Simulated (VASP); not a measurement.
CdS: relaxation of cell and atoms with RPBE

CdS:

```
CELL_PARAMETERS angstrom
4.15000 0.00000 0.00000
-2.07500 3.59401 0.00000
0.00000 0.00000 6.73700
ATOMIC_POSITIONS crystal
Cd 0.33333 0.66667 0.00000
Cd 0.66667 0.33333 0.50000
S 0.33333 0.66667 0.37500
S 0.66667 0.33333 0.87500
```

```json
{"Program": "VASP 6.6.1", "Task": "relaxation of cell and atoms", "Functional": "RPBE", "Potentials or basis": "VASP PAW PBE potentials, release 64 (Cd_sv_GW, S)", "Cutoff": "630 eV", "k mesh": "6 × 6 × 4", "Occupations": "fermi-dirac, width 0.02 eV", "Spin": "no spin polarisation", "Dipole correction": "no", "Further INCAR settings": "ALGO = Normal; EDIFF = 1e-07; IBRION = 2; EDIFFG = -0.01; NSW = 80; ISIF = 3"}
```

| Property | Result |
| --- | --- |
| Relaxed volume | 26.92 Å³/atom |
| Relaxed cell | a = 4.242 Å, b = 4.242 Å, c = 6.910 Å, α = 90.00°, β = 90.00°, γ = 120.00° |
| Space group after relaxing (to 0.1 Å) | P6_3mc (No. 186) |
| Energy gained by relaxing | 22.3 meV/atom |
| Ionic steps | 6 |
| Pressure after relaxing | 0.0 GPa |
| Largest force after relaxing | 0.009 eV/Å |
| Band gap on the k mesh | 1.21 eV |

Forces in eV/Å, atoms in the order of the input:
```
Cd   0.000  0.000 -0.009
Cd   0.000  0.000 -0.009
S    0.000  0.000  0.009
S    0.000  0.000  0.009
```

Step by step:
| step | energy change (eV) | largest force (eV/Å) | pressure (GPa) | volume (Å³) |
| --- | --- | --- | --- | --- |
| 1 | 0.0000 | 0.0692 | 4.13 | 100.48 |
| 2 | -0.0802 | 0.0059 | -1.12 | 110.21 |
| 3 | -0.0890 | 0.0163 | 0.01 | 107.72 |
| 4 | -0.0890 | 0.0158 | -0.07 | 107.87 |
| 5 | -0.0891 | 0.0106 | 0.01 | 107.70 |
| 6 | -0.0891 | 0.0090 | 0.03 | 107.67 |

Final structure:
```yaml
crystal:
  lattice:
    - [4.24150, 0.00000, 0.00000]
    - [-2.12075, 3.67325, 0.00000]
    - [0.00000, 0.00000, 6.91048]
  atoms:
    - { symbol: Cd, position: [0.33333, 0.66667, 0.99949] }
    - { symbol: Cd, position: [0.66667, 0.33333, 0.49949] }
    - { symbol: S, position: [0.33333, 0.66667, 0.37551] }
    - { symbol: S, position: [0.66667, 0.33333, 0.87551] }
```

Levels at points of the mesh, in eV from the valence-band top:
```csv
k point,band 22,band 23,band 24,band 25,band 26,band 27,band 28,band 29,band 30,band 31
"(0.00, 0.00, 0.00)",-0.64,-0.64,-0.04,0.00,0.00,1.21,2.83,6.58,6.58,6.85
"(0.50, 0.00, 0.00)",-3.16,-2.27,-1.59,-1.09,-0.64,3.65,4.00,5.29,6.28,7.11
"(0.00, 0.00, 0.50)",-2.24,-0.33,-0.33,-0.33,-0.33,2.82,2.82,6.24,6.24,6.91
"(0.50, 0.00, 0.50)",-3.69,-1.14,-1.14,-1.14,-1.14,3.57,3.57,5.45,5.45,7.89
```

Run time: 5.5 min on 1 thread of Intel(R) Xeon(R) Platinum 8488C (Sapphire Rapids) (shared host), peak memory 0.32 GiB.

Caveat: the PAW data sets were made with another functional, which shifts forces and pressure a little. Zero-point motion and thermal expansion aren't in these numbers.
